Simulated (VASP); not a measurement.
Wanted: the native input for a VASP 6.6.1 run.

```yaml
Task: single point
Functional: PBE
Potentials_or_basis: VASP PAW PBE potentials, release 64 (K_sv, F)
Cutoff: 520 eV
k_mesh: 6 × 6 × 6
Occupations: gaussian, width 0.02 eV
Spin: no spin polarisation
Dipole_correction: no
Further_INCAR_settings: ALGO = Normal; EDIFF = 1e-06; NBANDS = 15
```

The structure of KF lies in POSCAR:

```
KF
1.0
    0.0000000000      2.9763631419      2.9763631419
    2.9763631419      0.0000000000      2.9763631419
    2.9763631419      2.9763631419      0.0000000000
K F
1 1
Direct
    0.7500000000      0.7500000000      0.7500000000
    0.0000000000      0.0000000000      0.0000000000
```

This cell differs from its parent crystal: atoms taken out.

The input as run:

INCAR

```
ALGO     = Normal         # electronic algorithm
EDIFF    = 1E-6           # SCF threshold, eV
ENCUT    = 520            # plane-wave cutoff, eV
GGA      = PE             # functional
ISIF     = 2              # what is computed and relaxed
ISMEAR   = 0              # smearing method
LASPH    = True           # aspherical terms in the spheres
LCHARG   = False          # write CHGCAR
LREAL    = False          # projectors in reciprocal space
LWAVE    = False          # write WAVECAR
NBANDS   = 15             # bands
NELM     = 60             # most SCF steps
PREC     = Accurate       # precision mode
SIGMA    = 0.02           # smearing width, eV
```

KPOINTS

```
k-points
0
Gamma
  6 6 6
```

Potentials or basis: VASP PAW PBE potentials, release 64 (K_sv, F).

Launch:

```console
$ cat potpaw_PBE.64/K_sv/POTCAR potpaw_PBE.64/F/POTCAR > POTCAR
$ mpirun -np 1 vasp_std > vasp.out
```

It gave:

The pressure is 0.0 GPa and the band gap on the k mesh is 5.05 eV (least direct gap 5.23 eV).

Caveat: the cell differs from its parent crystal (atoms taken out).

Run time: 5.8 s on 1 thread of Intel(R) Xeon(R) 6975P-C (Granite Rapids), on a shared host, peak memory 0.17 GiB.
